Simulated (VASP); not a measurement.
# SnO2 (P6_3/mmc) in VASP: single point with PBEsol+D3(BJ)

Aim: the single point of SnO2 with PBEsol+D3(BJ).

Program: VASP 6.6.1. These are calculated values, not measurements. Logs are shortened: lines on timing, memory, paths and dates and some standing lists are left out, and cuts for length are marked.

### 1 The cell of the first run

The structure is hexagonal, space group P6_3/mmc (No. 194). Conventional cell: a = 3.257 Å, b = 3.257 Å, c = 10.366 Å, α = 90.00°, β = 90.00°, γ = 120.00°. Within 2.8 Å of Sn (site symmetry -3m) lie 6 O at 2.15 Å. Within 2.8 Å of O (site symmetry 3m) lie 3 Sn at 2.15 Å and 3 O at 2.79 Å.

### 2 Single point, PBEsol+D3(BJ)

INCAR reads:

```
PREC = Accurate
ENCUT = 520
EDIFF = 1E-6
ISMEAR = 0
SIGMA = 0.05
LREAL = False
LASPH = True
NELM = 100
ALGO = Normal
ISIF = 2
LWAVE = False
LCHARG = False
GGA = PS
IVDW = 12
NBANDS = 35
```

KPOINTS reads:

```
Automatic mesh
0
Gamma
  12 12 4
```

POSCAR reads:

```
SnO2
1.0
    3.2573905445      0.0000000000      0.0000000000
   -1.6286952722      2.8209829616      0.0000000000
    0.0000000000      0.0000000000     10.3662620314
Sn O
2 4
Direct
    0.0000000000      0.0000000000      0.5000000000
    0.0000000000      0.0000000000      0.0000000000
    0.6666666667      0.3333333333      0.4003665319
    0.6666666667      0.3333333333      0.0996334681
    0.3333333333      0.6666666667      0.5996334681
    0.3333333333      0.6666666667      0.9003665319
```

Potentials or basis: VASP PAW PBE potentials, release 64 (Sn_d, O).

The run is started by

```console
$ cat potpaw_PBE.64/Sn_d/POTCAR potpaw_PBE.64/O/POTCAR > POTCAR
$ mpirun -np 1 vasp_std > vasp.out
```

OUTCAR:

```text
PREC = Accurate
   ENCUT = 520
   EDIFF = 1E-6
   ISMEAR = 0
   LREAL = False
   LASPH = True
   NELM = 100
   ISIF = 2
   GGA = PS
   IVDW = 12
 IVDW          = 12

 ion  position               nearest neighbor table
   1  0.000  0.000  0.500-   3 2.15   5 2.15   5 2.15   3 2.15   3 2.15   5 2.15
   2  0.000  0.000  0.000-   4 2.15   6 2.15   6 2.15   4 2.15   4 2.15   6 2.15
   3  0.667  0.333  0.400-   1 2.15   1 2.15   1 2.15
   4  0.667  0.333  0.100-   2 2.15   2 2.15   2 2.15
   5  0.333  0.667  0.600-   1 2.15   1 2.15   1 2.15
   6  0.333  0.667  0.900-   2 2.15   2 2.15   2 2.15

  LATTYP: Found a hexagonal cell.
 ALAT       =     3.2573905445
 C/A-ratio  =     3.1823823056

  Lattice vectors:

 A1 = (   3.2573905445,   0.0000000000,   0.0000000000)
 A2 = (  -1.6286952722,   2.8209829616,   0.0000000000)
 A3 = (   0.0000000000,   0.0000000000,  10.3662620314)

Analysis of symmetry for initial positions (statically):
=====================================================================
 Subroutine PRICEL returns:
 Original cell was already a primitive cell.

 Routine SETGRP: Setting up the symmetry group for a
 hexagonal supercell.

 Subroutine GETGRP returns: Found 24 space group operations
 (whereof 12 operations were pure point group operations)
 out of a pool of 24 trial point group operations.

The static configuration has the point symmetry D_3d.
 The point group associated with its full space group is D_6h.

Analysis of symmetry for dynamics (positions and initial velocities):
=====================================================================
 Subroutine PRICEL returns:
 Original cell was already a primitive cell.

 Routine SETGRP: Setting up the symmetry group for a
 hexagonal supercell.

 Subroutine GETGRP returns: Found 24 space group operations
 (whereof 12 operations were pure point group operations)
 out of a pool of 24 trial point group operations.

The dynamic configuration has the point symmetry D_3d.
 The point group associated with its full space group is D_6h.

 Subroutine INISYM returns: Found 24 space group operations
 (whereof 12 operations are pure point group operations),
 and found     1 'primitive' translations

----------------------------------------------------------------------------------------

                                     Primitive cell

  volume of cell :      95.2560

  direct lattice vectors                    reciprocal lattice vectors
     3.257390545  0.000000000  0.000000000     0.306994199  0.177243183  0.000000000
    -1.628695272  2.820982962  0.000000000     0.000000000  0.354486366  0.000000000
     0.000000000  0.000000000 10.366262031     0.000000000  0.000000000  0.096466788

  length of vectors
     3.257390545  3.257390544 10.366262031     0.354486366  0.354486366  0.096466788

  position of ions in fractional coordinates (direct lattice)
     0.000000000  0.000000000  0.500000000
     0.000000000  0.000000000  0.000000000
     0.666666667  0.333333333  0.400366532
     0.666666667  0.333333333  0.099633468
     0.333333333  0.666666667  0.599633468
     0.333333333  0.666666667  0.900366532

  ion indices of the primitive-cell ions
   primitive index   ion index
                 1           1
                 2           2
                 3           3
                 4           4
                 5           5
                 6           6

----------------------------------------------------------------------------------------

 KPOINTS: Automatic mesh

Automatic generation of k-mesh.
 Grid dimensions read from file:
 generate k-points for:   12   12    4

 Generating k-lattice:

  Cartesian coordinates                     Fractional coordinates (reciprocal lattice)
     0.025582850  0.014770265  0.000000000     0.083333333 -0.000000000  0.000000000
     0.000000000  0.029540531  0.000000000     0.000000000  0.083333333  0.000000000
     0.000000000  0.000000000  0.024116697     0.000000000  0.000000000  0.250000000

  Length of vectors
     0.029540531  0.029540531  0.024116697

  Shift w.r.t. Gamma in fractional coordinates (k-lattice)
     0.000000000  0.000000000  0.000000000

 Subroutine IBZKPT returns following result:
 ===========================================

 Found     57 irreducible k-points:

 Following reciprocal coordinates:
            Coordinates               Weight
  0.000000  0.000000  0.000000      1.000000
  0.083333  0.000000  0.000000      6.000000
  0.166667  0.000000  0.000000      6.000000
  0.250000  0.000000  0.000000      6.000000
  0.333333  0.000000  0.000000      6.000000
  0.416667  0.000000  0.000000      6.000000
[... 16 lines left out ...]
  0.250000  0.000000  0.250000     12.000000
  0.333333  0.000000  0.250000     12.000000
 [... further k-points ...]
   k-points           NKPTS =     57   k-points in BZ     NKDIM =     57   number of bands    NBANDS=     35
   number of dos      NEDOS =    301   number of ions     NIONS =      6
   total plane-waves  NPLWV =  46080
   dimension x,y,z NGX =    24 NGY =   24 NGZ =   80
   dimension x,y,z NGXF=    48 NGYF=   48 NGZF=  160
   ions per type =               2   4
   NGX,Y,Z   is equivalent  to a cutoff of  12.25, 12.25, 12.83 a.u.
   NGXF,Y,Z  is equivalent  to a cutoff of  24.50, 24.50, 25.66 a.u.
 SYSTEM =  unknown system
   PREC   = accura    normal or accurate (medium, high low for compatibility)
   ISTART =      0    job   : 0-new  1-cont  2-samecut
   ICHARG =      2    charge: 1-file 2-atom 10-const
   ISPIN  =      1    spin polarized calculation?
   LNONCOLLINEAR =      F non collinear calculations
   LSORBIT =      F    spin-orbit coupling
   LASPH  =      T    aspherical Exc in radial PAW
   ENCUT  =  520.0 eV  38.22 Ry    6.18 a.u.   6.06  6.06 19.27*2*pi/ulx,y,z
   NELM   =    100;   NELMIN=  2; NELMDL= -5     # of ELM steps
   EDIFF  = 0.1E-05   stopping-criterion for ELM
   LREAL  =      F    real-space projection
   EDIFFG = 0.1E-04   stopping-criterion for IOM
   NSW    =      0    number of steps for IOM
   IBRION =     -1    ionic relax: 0-MD 1-quasi-New 2-CG
   NFREE  =      0    steps in history (QN), initial steepest desc. (CG)
   ISIF   =      2    stress and relaxation
   ISYM   =      2    0-nonsym 1-usesym 2-fastsym
   POTIM  = 0.5000    time-step for ionic-motion
   TEBEG  =    0.0;   TEEND  =   0.0 temperature during run
   PSTRESS=    0.0 pullay stress
   NELECT =      52.0000    total number of electrons
   NUPDOWN=      -1.0000    fix difference up-down
   EMIN   =  10.00;   EMAX   =-10.00  energy-range for DOS
   EFERMI =   0.00;   METHOD = LEGACY
   ISMEAR =     0;   SIGMA  =   0.05  broadening in eV -4-tet -1-fermi 0-gaus
   EFERMI_NEDOS =   21; number of points for ismear=-14 and -15
   IALGO  =     38    algorithm
   IMIX   =      4    mixing-type and parameters
     AMIX     =   0.40;   BMIX     =  1.00
     AMIX_MAG =   1.60;   BMIX_MAG =  1.00
  volume/ion in A,a.u.               =      15.88       107.14
  Fermi-wavevector in a.u.,A,eV,Ry     =   1.337966  2.528389 24.356515  1.790153
  Thomas-Fermi vector in A             =   2.466474
   LORBIT       =      0    0 simple, 1 ext, 2 COOP (PROOUT), +10 PAW based schemes
   GGA     = PS    functional components
   LHFCALC =     F    Hartree Fock is set to
   AEXX    =    0.0000 exact exchange contribution
   IVDW    =    12    specifies the selected vdW correction
   LEPSILON=     F    determine dielectric tensor
   LRPA    =     F    only Hartree local field effects (RPA)
 non-spin polarized calculation
 Gauss-broadening in eV      SIGMA  =   0.05
  energy-cutoff  :      520.00
  volume of cell :       95.26
 maximum number of plane-waves:      2598
   NGX = 13   NGY = 13   NGZ = 39

 number of electron      52.0000017 magnetization

 Free energy of the ion-electron system (eV)
  ---------------------------------------------------
  ext. energy  EPLUGINS =         0.00000000
  ---------------------------------------------------
  free energy    TOTEN  =       -38.38886281 eV

  energy without entropy =      -38.38886281  energy(sigma->0) =      -38.38886281

 E-fermi :   2.6639     XC(G=0):  -9.5896

 val. band max:        2.3710220724   @ k =   0.2500   0.1667   0.0000
 cond. band min:       4.0813359970   @ k =   0.0000   0.0000   0.0000
 fundamental gap:      1.7103139245
 Fermi energy:         2.6638559638

 k-point     1 :       0.0000    0.0000    0.0000
  band No.  band energies     occupation
      1     -17.6541      2.00000
      2     -17.6531      2.00000
      3     -17.4711      2.00000
      4     -17.4711      2.00000
      5     -17.4711      2.00000
      6     -17.4711      2.00000
[... 27 lines left out ...]
     34      13.0381      0.00000
     35      13.0403      0.00000

 k-point     2 :       0.0833    0.0000    0.0000
  band No.  band energies     occupation
      1     -17.6327      2.00000
      2     -17.6318      2.00000
      3     -17.5187      2.00000
      4     -17.5180      2.00000
      5     -17.4578      2.00000
      6     -17.4577      2.00000
[... 27 lines left out ...]
     34      13.1705      0.00000
     35      13.2207      0.00000

 k-point     3 :       0.1667    0.0000    0.0000
  band No.  band energies     occupation
      1     -17.6817      2.00000
      2     -17.6797      2.00000
      3     -17.5469      2.00000
      4     -17.5461      2.00000
      5     -17.4257      2.00000
      6     -17.4256      2.00000
[... 27 lines left out ...]
     34      13.4638      0.00000
     35      13.5276      0.00000
[... 723 lines left out ...]
 k-point    23 :       0.2500    0.0000    0.2500
  band No.  band energies     occupation
      1     -17.8582      2.00000
      2     -17.8558      2.00000
      3     -17.4781      2.00000
      4     -17.4776      2.00000
      5     -17.3993      2.00000
      6     -17.3993      2.00000
[... 27 lines left out ...]
     34      13.7947      0.00000
     35      13.8642      0.00000

 k-point    24 :       0.3333    0.0000    0.2500
  band No.  band energies     occupation
      1     -18.0233      2.00000
      2     -18.0203      2.00000
      3     -17.4451      2.00000
      4     -17.4446      2.00000
      5     -17.3935      2.00000
      6     -17.3934      2.00000
[... 27 lines left out ...]
     34      14.0083      0.00000
     35      14.1743      0.00000

 [... further k-points ...]

------------------------ aborting loop because EDIFF is reached ----------------------------------------

 Edisp (eV)   -0.85229

 E8    (eV) :    -0.5356

  FORCE on cell =-STRESS in cart. coord.  units (eV):
  Direction    XX          YY          ZZ          XY          YZ          ZX
  --------------------------------------------------------------------------------------
  -------------------------------------------------------------------------------------
  Total      -6.27601    -6.27601    -3.25575    -0.00000     0.00000     0.00000
  in kB    -105.56065  -105.56065   -54.76071    -0.00000     0.00000     0.00000
  external pressure =      -88.63 kB  Pullay stress =        0.00 kB

 VOLUME and BASIS-vectors are now :
 -----------------------------------------------------------------------------
  energy-cutoff  :      520.00
  volume of cell :       95.26
      direct lattice vectors                 reciprocal lattice vectors
     3.257390545  0.000000000  0.000000000     0.306994199  0.177243183  0.000000000
    -1.628695272  2.820982962  0.000000000     0.000000000  0.354486366  0.000000000
     0.000000000  0.000000000 10.366262031     0.000000000  0.000000000  0.096466788

 POSITION                                       TOTAL-FORCE (eV/Angst)
 -----------------------------------------------------------------------------------
      0.00000      0.00000      5.18313         0.000000     -0.000000      0.000000
      0.00000      0.00000      0.00000         0.000000     -0.000000      0.000000
      1.62870      0.94033      4.15030        -0.000000      0.000000      0.706244
      1.62870      0.94033      1.03283        -0.000000      0.000000     -0.706244
     -0.00000      1.88066      6.21596         0.000000      0.000000     -0.706244
     -0.00000      1.88066      9.33344        -0.000000     -0.000000      0.706244
 -----------------------------------------------------------------------------------
    total drift:                                0.000000     -0.000000      0.000000

  FREE ENERGIE OF THE ION-ELECTRON SYSTEM (eV)
  ---------------------------------------------------
  free  energy   TOTEN  =       -39.2411508099 eV

  energy  without entropy=      -39.2411508099  energy(sigma->0) =      -39.24115081
```

Run time: 2.9 min. Hardware: 1 thread of Intel Xeon 6975P-C, shared host; peak memory 0.31 GiB.

Results:

```yaml
Free_energy: -39.2412 eV
Pressure: -8.9 GPa
Largest_force: 0.706 eV/Å
Band_gap_on_the_k_mesh: 1.71 eV, indirect (least direct gap 2.02 eV)
Dispersion_energy_per_atom: -0.142 eV
```

Forces on the atoms (eV/Å):
```
Sn   0.000  0.000  0.000
Sn   0.000  0.000  0.000
O    0.000  0.000  0.706
O    0.000  0.000 -0.706
O    0.000  0.000 -0.706
O    0.000  0.000  0.706
```

Stress tensor (GPa, compression positive):
```
-10.56   0.00   0.00
  0.00 -10.56   0.00
  0.00   0.00  -5.48
```

Caveat: the PAW data sets were made with another functional, which shifts forces and pressure a little; spin-orbit coupling is left out, which moves the levels of the heavy elements. A k mesh can miss the band edges.
